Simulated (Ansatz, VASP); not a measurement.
# BeS in VASP and in Ansatz

```xyz
2
Lattice="0.0000 2.5024 2.4625 2.4625 0.0000 2.4625 2.4625 2.5024 0.0000" Properties=species:S:1:pos:R:3 pbc="T T T"
Be    0.0000    0.0000    0.0000
S     3.6937    3.7536    3.6937
```

Alike in both runs: task single point; functional PBEsol; k mesh 10 × 10 × 10; occupations gaussian, width 0.05 eV; no spin polarisation.

|  | VASP | Ansatz |
| --- | --- | --- |
| version | VASP 6.6.1 | Ansatz 0.2.0 |
| potentials or method | VASP PAW PBE potentials, release 64 (Be, S), cutoff 520 eV | scalar-relativistic, plane waves, PAW |
| valence electrons in the cell | 8 | 8 |

Ansatz gave:

- gap on the k mesh at the Fermi level (eV): 2.99
- least direct gap on the mesh (eV): 5.17
- pressure (GPa): -5.9
- traceless stress, the component that is largest in VASP (GPa): -1.00

Estimate VASP's values.

gap on the k mesh at the Fermi level (eV): 2.99; least direct gap on the mesh (eV): 5.17; pressure (GPa): -5.8; traceless stress, the component that is largest in VASP (GPa): -1.00.

VASP's potentials were made for PBE, not for PBEsol.
